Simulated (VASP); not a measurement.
# Cd36S36O (a cell with a defect) in VASP: notebook

Runs on Cd36S36O (a cell with a defect). Level: PBE. Tasks: single point.

Program: VASP 6.6.1. These are calculated values, not measurements. Logs are shortened: lines on timing, memory, paths and dates and some standing lists are left out, and cuts for length are marked.

## 1. The cell of the first run

The cell holds a defect, 73 atoms: a = 12.492 Å, b = 12.492 Å, c = 13.535 Å, α = 90.00°, β = 90.00°, γ = 120.00°.

## 2. Single point, PBE

Input file INCAR:

```
SYSTEM = Cd36S36O
PREC = Accurate ; ENCUT = 520
EDIFF = 1E-6 ; ISMEAR = -1
SIGMA = 0.01 ; LREAL = Auto
LASPH = .TRUE. ; NELM = 120
ALGO = Normal ; ISIF = 2
LWAVE = .FALSE. ; LCHARG = .FALSE.
GGA = PE ; NBANDS = 369
GGA_COMPAT = .FALSE. ; ISYM = -1
KPAR = 1
```

Input file KPOINTS:

```
explicit points
1
Reciprocal
  0.25000000   0.25000000   0.25000000 1
```

Input file POSCAR:

```
Cd36S36O
1.0
   12.4916763700     -0.0000000900      0.0000000000
   -6.2458381100     10.8181091200      0.0000000000
    0.0000000000      0.0000000000     13.5350132800
Cd S O
36 36 1
Direct
    0.2240177642      0.1086287023      0.2504520298
    0.1119495748      0.2211749432     -0.0022567973
    0.2226578644      0.1078181700      0.7497053167
    0.1119810470      0.2202904273      0.5031774555
    0.2213912848      0.4408526324      0.2506491659
    0.1107507131      0.5535050738      0.0002451974
    0.2203291192      0.4403938523      0.7489943651
    0.1099412155      0.5534634618      0.4999015734
    0.2236521706      0.7745431446      0.2500255963
    0.1127549988      0.8868609972     -0.0016720976
    0.2198532959      0.7735841233      0.7491699992
    0.1123195738      0.8878817486      0.5028140801
    0.5573661910      0.1087854463      0.2498948711
    0.4447998653      0.2207465088     -0.0005041245
    0.5560971785      0.1087637478      0.7490856822
    0.4438116235      0.2201004455      0.5005856248
    0.5578778858      0.4406932566      0.2503156829
    0.4403318581      0.5469920243      0.0048976802
    0.5552211331      0.4427590360      0.7496741367
    0.4425484509      0.5503876852      0.4943784713
    0.5576622684      0.7752089967      0.2506676616
    0.4431144687      0.8897923465      0.0007167547
    0.5567628039      0.7752883941      0.7137622232
    0.4430854364      0.8885746598      0.4962501891
    0.8952081680      0.1161540878      0.2507266473
    0.7777451088      0.2207136874     -0.0006291475
    0.8846322938      0.1022804275      0.7507206996
    0.7775666657      0.2213879840      0.5018435159
    0.8892633788      0.4418297531      0.2502532608
    0.7772995732      0.5547733208     -0.0013213110
    0.8882616285      0.4415904133      0.7506318898
    0.7776611621      0.5534690677      0.5026589978
    0.8956344935      0.7725790825      0.2509443151
    0.7966610807      0.8968861044      0.0163304996
    0.8838157013      0.7772167609      0.7510424675
    0.7836918617      0.8903795199      0.4862113113
    0.2220659337      0.1089037893      0.4390023525
    0.1146270013      0.2206812198      0.1865470391
    0.2230445809      0.1092387418      0.9383806213
    0.1091394112      0.2177307565      0.6909025838
    0.2195292049      0.4408406821      0.4385273697
    0.1113239798      0.5527012487      0.1886286730
    0.2220619019      0.4429652354      0.9375674149
    0.1096842464      0.5520946490      0.6882955459
    0.2207956800      0.7750021838      0.4382085422
    0.1153026254      0.8875969115      0.1870471427
    0.2228231434      0.7749062837      0.9376415604
    0.1086380336      0.8852143825      0.6906876115
    0.5567061534      0.1109065272      0.4381908628
    0.4457249585      0.2193768866      0.1881052009
    0.5560131234      0.1098482680      0.9375944866
    0.4445795833      0.2200774604      0.6888209067
    0.5571911981      0.4414869656      0.4383797843
    0.4445758085      0.5515340368      0.1934919323
    0.5550081687      0.4425146522      0.9381814319
    0.4395221830      0.5464777689      0.6830004322
    0.5553264196      0.7757014996      0.4395420690
    0.4458707614      0.8862562582      0.1902192230
    0.5646474389      0.7782955553      0.9707711008
    0.4404648111      0.8881421534      0.6851369231
    0.8923783889      0.1155999637      0.4378753771
    0.7787861061      0.2204807845      0.1877191164
    0.8889511897      0.1088478768      0.9395925032
    0.7783037312      0.2194263580      0.6900183785
    0.8881238401      0.4424677187      0.4387866164
    0.7786838889      0.5527216091      0.1872077332
    0.8888179885      0.4429376892      0.9389215372
    0.7777658109      0.5540827022      0.6907347868
    0.8923829130      0.7732046864      0.4381182757
    0.7851179280      0.8893670635      0.2026840701
    0.8902136749      0.7775483815      0.9397023931
    0.7859317532      0.8909351794      0.6733203108
    0.6284803898      0.8022110642     -0.1371346637
```

Potentials or basis: VASP PAW PBE potentials, release 64 (Cd, S, O).

On the command line:

```console
> cat potpaw_PBE.64/Cd/POTCAR potpaw_PBE.64/S/POTCAR potpaw_PBE.64/O/POTCAR > POTCAR
> mpirun -np 4 vasp_std > vasp.out
```

OUTCAR:

```text
SYSTEM = Cd36S36O
   PREC = Accurate
   ENCUT = 520
   EDIFF = 1E-6
   ISMEAR = -1
   LREAL = Auto
   LASPH = .TRUE.
   NELM = 120
   ISIF = 2
   GGA = PE
   ISYM = -1

 ion  position               nearest neighbor table
   1  0.224  0.109  0.250-  46 2.54  50 2.54  38 2.55  37 2.55
   2  0.112  0.221  0.998-  43 2.53  63 2.54  39 2.54  38 2.56
   3  0.223  0.108  0.750-  48 2.54  52 2.54  40 2.54  39 2.55
   4  0.112  0.220  0.503-  61 2.54  40 2.54  41 2.54  37 2.55
   5  0.221  0.441  0.251-  38 2.54  54 2.54  41 2.54  42 2.54
   6  0.111  0.554  0.000-  67 2.54  47 2.54  43 2.55  42 2.55
[... 25 lines left out ...]
  32  0.778  0.553  0.503-  69 2.53  53 2.54  68 2.55  65 2.55
  33  0.896  0.773  0.251-  46 2.53  66 2.53  69 2.53  70 2.54
  34  0.797  0.897  0.016-  63 2.52  70 2.53  71 2.53  59 2.58  73 2.76
  35  0.884  0.777  0.751-  72 2.52  68 2.55  71 2.55  48 2.57
  36  0.784  0.890  0.486-  61 2.52  69 2.53  72 2.53  57 2.55
  37  0.222  0.109  0.439-  16 2.54  12 2.54   4 2.55   1 2.55
  38  0.115  0.221  0.187-  25 2.53   5 2.54   1 2.55   2 2.56
  39  0.223  0.109  0.938-  14 2.54  10 2.54   2 2.54   3 2.55
  40  0.109  0.218  0.691-   7 2.53   4 2.54   3 2.54  27 2.56
[... 30 lines left out ...]
  71  0.890  0.778  0.940-  34 2.53  10 2.53  30 2.54  35 2.55
  72  0.786  0.891  0.673-  27 2.52  35 2.52  36 2.53  23 2.54
  73  0.628  0.802  0.863-  59 1.62  23 2.16  34 2.76

IMPORTANT INFORMATION: All symmetrisations will be switched off!
NOSYMM: (Re-)initialisation of all symmetry stuff for point group C_1.

----------------------------------------------------------------------------------------

                                     Primitive cell

  volume of cell :    1829.0719

  direct lattice vectors                    reciprocal lattice vectors
    12.491676370 -0.000000090  0.000000000     0.080053307  0.046218798  0.000000000
    -6.245838110 10.818109120  0.000000000     0.000000001  0.092437596  0.000000000
     0.000000000  0.000000000 13.535013280     0.000000000  0.000000000  0.073882454

  length of vectors
    12.491676370 12.491676374 13.535013280     0.092437596  0.092437596  0.073882454

  position of ions in fractional coordinates (direct lattice)
     0.224017764  0.108628702  0.250452030
     0.111949575  0.221174943  0.997743203
     0.222657864  0.107818170  0.749705317
     0.111981047  0.220290427  0.503177456
     0.221391285  0.440852632  0.250649166
     0.110750713  0.553505074  0.000245197
[... 65 lines left out ...]
     0.785931753  0.890935179  0.673320311
     0.628480390  0.802211064  0.862865336

  ion indices of the primitive-cell ions
   primitive index   ion index
                 1           1
                 2           2
                 3           3
                 4           4
                 5           5
                 6           6
[... 65 lines left out ...]
                72          72
                73          73

----------------------------------------------------------------------------------------

 KPOINTS: explicit points

Read explicit list of k-points.

 Found      1 k-points:

 Following reciprocal coordinates:
            Coordinates               Weight
  0.250000  0.250000  0.250000      1.000000
   k-points           NKPTS =      1   k-points in BZ     NKDIM =      1   number of bands    NBANDS=    372
   number of dos      NEDOS =    301   number of ions     NIONS =     73
   total plane-waves  NPLWV = 995328
   dimension x,y,z NGX =    96 NGY =   96 NGZ =  108
   dimension x,y,z NGXF=   192 NGYF=  192 NGZF=  216
   ions per type =              36  36   1
   NGX,Y,Z   is equivalent  to a cutoff of  12.78, 12.78, 13.27 a.u.
   NGXF,Y,Z  is equivalent  to a cutoff of  25.55, 25.55, 26.53 a.u.
 SYSTEM =  Cd36S36O
   PREC   = accura    normal or accurate (medium, high low for compatibility)
   ISTART =      0    job   : 0-new  1-cont  2-samecut
   ICHARG =      2    charge: 1-file 2-atom 10-const
   ISPIN  =      1    spin polarized calculation?
   LNONCOLLINEAR =      F non collinear calculations
   LSORBIT =      F    spin-orbit coupling
   LASPH  =      T    aspherical Exc in radial PAW
   ENCUT  =  520.0 eV  38.22 Ry    6.18 a.u.  23.23 23.23 25.17*2*pi/ulx,y,z
   NELM   =    120;   NELMIN=  2; NELMDL= -5     # of ELM steps
   EDIFF  = 0.1E-05   stopping-criterion for ELM
   LREAL  =      T    real-space projection
   EDIFFG = 0.1E-04   stopping-criterion for IOM
   NSW    =      0    number of steps for IOM
   IBRION =     -1    ionic relax: 0-MD 1-quasi-New 2-CG
   NFREE  =      0    steps in history (QN), initial steepest desc. (CG)
   ISIF   =      2    stress and relaxation
   ISYM   =     -1    0-nonsym 1-usesym 2-fastsym
   POTIM  = 0.5000    time-step for ionic-motion
   TEBEG  =    0.0;   TEEND  =   0.0 temperature during run
   PSTRESS=    0.0 pullay stress
   NELECT =     654.0000    total number of electrons
   NUPDOWN=      -1.0000    fix difference up-down
   EMIN   =  10.00;   EMAX   =-10.00  energy-range for DOS
   EFERMI =   0.00;   METHOD = LEGACY
   ISMEAR =    -1;   SIGMA  =   0.01  broadening in eV -4-tet -1-fermi 0-gaus
   EFERMI_NEDOS =   21; number of points for ismear=-14 and -15
   IALGO  =     38    algorithm
   IMIX   =      4    mixing-type and parameters
     AMIX     =   0.40;   BMIX     =  1.00
     AMIX_MAG =   1.60;   BMIX_MAG =  1.00
  volume/ion in A,a.u.               =      25.06       169.08
  Fermi-wavevector in a.u.,A,eV,Ry     =   1.161958  2.195783 18.369862  1.350147
  Thomas-Fermi vector in A             =   2.298525
   LORBIT       =      0    0 simple, 1 ext, 2 COOP (PROOUT), +10 PAW based schemes
   GGA     = PE    functional components
   LHFCALC =     F    Hartree Fock is set to
   AEXX    =    0.0000 exact exchange contribution
   IVDW    =     0    specifies the selected vdW correction
   LEPSILON=     F    determine dielectric tensor
   LRPA    =     F    only Hartree local field effects (RPA)
 non-spin polarized calculation
  energy-cutoff  :      520.00
  volume of cell :     1829.07
 maximum number of plane-waves:     49221
 NGX is ok and might be reduce to    96
   NGX = 47   NGY = 47   NGZ = 51

 number of electron     654.0000026 magnetization

 Free energy of the ion-electron system (eV)
  ---------------------------------------------------
  ext. energy  EPLUGINS =         0.00000000
  ---------------------------------------------------
  free energy    TOTEN  =      -226.64326436 eV

  energy without entropy =     -226.64326436  energy(sigma->0) =     -226.64326436

 E-fermi :   1.7543     XC(G=0):  -9.0619

 val. band max:        1.4616717785   @ k =   0.2500   0.2500   0.2500
 cond. band min:       3.4328115343   @ k =   0.2500   0.2500   0.2500
 fundamental gap:      1.9711397558
 Fermi energy:         1.7542988442

 k-point     1 :       0.2500    0.2500    0.2500
  band No.  band energies     occupation
      1     -17.6831      2.00000
      2     -11.0395      2.00000
      3     -10.9677      2.00000
      4     -10.9549      2.00000
      5     -10.9342      2.00000
      6     -10.8756      2.00000
[... 331 lines left out ...]
    338       4.8252      0.00000
    339       4.8502      0.00000
 [bands above 339 left out]

------------------------ aborting loop because EDIFF is reached ----------------------------------------

  FORCE on cell =-STRESS in cart. coord.  units (eV):
  Direction    XX          YY          ZZ          XY          YZ          ZX
  --------------------------------------------------------------------------------------
  -------------------------------------------------------------------------------------
  Total       22.1165641     19.4340232     27.0484065     -1.6220201      0.1197687      0.6448906
  in kB       19.3730266     17.0232522     23.6930789     -1.4208101      0.1049115      0.5648926
  external PRESSURE =      20.0297859 kB  Pullay stress =       0.0000000 kB

 VOLUME and BASIS-vectors are now :
 -----------------------------------------------------------------------------
  energy-cutoff  :      520.00
  volume of cell :     1829.07
      direct lattice vectors                 reciprocal lattice vectors
    12.491676370 -0.000000090  0.000000000     0.080053307  0.046218798  0.000000000
    -6.245838110 10.818109120  0.000000000     0.000000001  0.092437596  0.000000000
     0.000000000  0.000000000 13.535013280     0.000000000  0.000000000  0.073882454

 POSITION                                       TOTAL-FORCE (eV/Angst)
 -----------------------------------------------------------------------------------
      2.11988      1.17516      3.38987         0.001617     -0.001819      0.000856
      0.01701      2.39269     13.50447        -0.001051      0.000771      0.001939
      2.10796      1.16639     10.14727         0.000216      0.000680      0.000983
      0.02293      2.38313      6.81051         0.002113     -0.000839      0.000273
      0.01205      4.76919      3.39254        -0.000178      0.000728     -0.001556
     -2.07364      5.98788      0.00332        -0.003015      0.002796      0.001558
[... 65 lines left out ...]
      4.25297      9.63823      9.11340         0.004127      0.004024     -0.004420
      2.84029      8.67841     11.67889         0.007174      0.001341      0.113478
 -----------------------------------------------------------------------------------
    total drift:                                0.018799     -0.021363     -0.018249

  FREE ENERGIE OF THE ION-ELECTRON SYSTEM (eV)
  ---------------------------------------------------
  free  energy   TOTEN  =      -226.6432643612 eV

  energy  without entropy=     -226.6432643612  energy(sigma->0) =     -226.64326436
```

Run time: 5.9 min. Hardware: 4 MPI ranks of Intel Xeon 6975P-C (Granite Rapids), shared host; peak memory 0.75 GiB.

Results:

```
Free energy            : -226.6433 eV
Pressure               : 2.0 GPa
Largest force          : 0.114 eV/Å
Band gap on the k mesh : 1.97 eV
```

Forces in eV/Å, atoms in the order of the input:
```
Cd   0.002 -0.002  0.001
Cd  -0.001  0.001  0.002
Cd   0.000  0.001  0.001
Cd   0.002 -0.001  0.000
Cd   0.000  0.001 -0.002
Cd  -0.003  0.003  0.002
Cd  -0.002  0.003  0.004
Cd  -0.001  0.001  0.002
Cd   0.004  0.000  0.001
Cd   0.000  0.000  0.002
Cd   0.001  0.001  0.003
Cd   0.001  0.000  0.001
Cd   0.003 -0.004  0.000
Cd  -0.001  0.002  0.001
Cd   0.001 -0.001  0.003
Cd   0.000  0.000  0.001
Cd   0.002 -0.002 -0.001
Cd  -0.003 -0.003 -0.003
Cd   0.001  0.000  0.001
Cd   0.001  0.002  0.000
Cd   0.000  0.000 -0.001
Cd  -0.007  0.001  0.000
Cd  -0.022 -0.013 -0.052
Cd  -0.001  0.000  0.001
Cd   0.001  0.000 -0.005
Cd  -0.004  0.001  0.000
Cd  -0.001  0.001  0.003
Cd  -0.002 -0.001  0.001
Cd   0.003 -0.002  0.000
Cd  -0.004  0.002  0.002
Cd   0.001  0.001  0.000
Cd   0.000  0.000  0.000
Cd   0.004 -0.001 -0.005
Cd   0.006  0.007  0.004
Cd   0.000  0.000  0.004
Cd  -0.002  0.001 -0.004
S   -0.001 -0.001 -0.002
S    0.001  0.001 -0.002
S    0.001 -0.001 -0.002
S   -0.001  0.000  0.003
S   -0.002 -0.003  0.000
S    0.001 -0.002 -0.001
S   -0.001  0.000 -0.005
S    0.001 -0.001 -0.001
S   -0.002 -0.003 -0.003
S   -0.001  0.003 -0.001
S   -0.002 -0.003 -0.003
S   -0.003 -0.001  0.001
S    0.000  0.004 -0.001
S   -0.001  0.002  0.000
S    0.002  0.000 -0.004
S    0.000 -0.001 -0.001
S    0.001  0.000 -0.001
S    0.000  0.001 -0.001
S    0.002  0.001 -0.002
S   -0.002 -0.007  0.000
S    0.000 -0.002  0.002
S    0.001  0.001 -0.003
S    0.021  0.016 -0.045
S   -0.008  0.002 -0.001
S    0.000  0.002  0.003
S    0.000  0.000 -0.002
S    0.000 -0.001 -0.003
S    0.003 -0.001  0.000
S   -0.001 -0.001 -0.001
S   -0.002  0.000 -0.001
S    0.001 -0.001 -0.002
S    0.001  0.000  0.003
S    0.002 -0.001  0.001
S   -0.002 -0.001  0.006
S    0.001 -0.005 -0.006
S    0.004  0.004 -0.004
O    0.007  0.001  0.113
```

Levels at points of the mesh, in eV from the valence-band top:
```
           k point  band 323  band 324  band 325  band 326  band 327  band 328  band 329  band 330  band 331  band 332
(0.25, 0.25, 0.25)     -0.73     -0.61     -0.56     -0.06      0.00      1.97      2.48      2.53      2.71      2.98
```

(Part 1 of 3 ends here.)
